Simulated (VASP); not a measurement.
Write the native input for VASP 6.6.1 that does the following.

* Task: relaxation of cell and atoms
* Functional: PBE
* Potentials or basis: VASP PAW PBE potentials, release 64 (Rb_sv)
* Cutoff: 600 eV
* k mesh: 12 × 12 × 12
* Occupations: fermi-dirac, width 0.1 eV
* Spin: no spin polarisation
* Target pressure: 6.2 GPa
* Dipole correction: no
* Further INCAR settings: ALGO = Normal; EDIFF = 1e-06; IBRION = 2; EDIFFG = -0.005; NSW = 60; ISIF = 3

The structure of Rb lies in POSCAR:

```
Rb
1.0
    0.0000000000      2.8453220684      2.8453220684
    2.8453220684      0.0000000000      2.8453220684
    2.8453220684      2.8453220684      0.0000000000
Rb
1
Direct
    0.0000000000      0.0000000000      0.0000000000
```

This isn't the form of Rb at room conditions, which is bcc.

These files were run (other wordings do the same):

INCAR

```
ALGO     = Normal         # electronic algorithm
EDIFF    = 1E-6           # SCF threshold, eV
EDIFFG   = -0.005         # ionic threshold
ENCUT    = 600            # plane-wave cutoff, eV
GGA      = PE             # functional
IBRION   = 2              # ionic algorithm
ISIF     = 3              # what is computed and relaxed
ISMEAR   = -1             # smearing method
LASPH    = True           # aspherical terms in the spheres
LCHARG   = False          # write CHGCAR
LREAL    = False          # projectors in reciprocal space
LWAVE    = False          # write WAVECAR
NELM     = 80             # most SCF steps
NSW      = 60             # ionic steps
PREC     = Accurate       # precision mode
PSTRESS  = 62.0         
SIGMA    = 0.1            # smearing width, eV
```

KPOINTS

```
k-points
0
Gamma
  12 12 12
```

Potentials or basis: VASP PAW PBE potentials, release 64 (Rb_sv).

Run with:

```console
$ cat potpaw_PBE.64/Rb_sv/POTCAR > POTCAR
$ mpirun -np 1 vasp_std > vasp.out
```

Results of the run:

The pressure after relaxing is 6.2 GPa and the band gap on the k mesh is zero (an odd number of electrons rules out a gap without spin polarisation).

Caveat: the cell is relaxed towards a set pressure, so the run minimises the enthalpy, not the energy.

Wall time 26 s on 1 thread of Intel Xeon 8259CL, with other jobs on the host, peak memory 0.19 GiB.
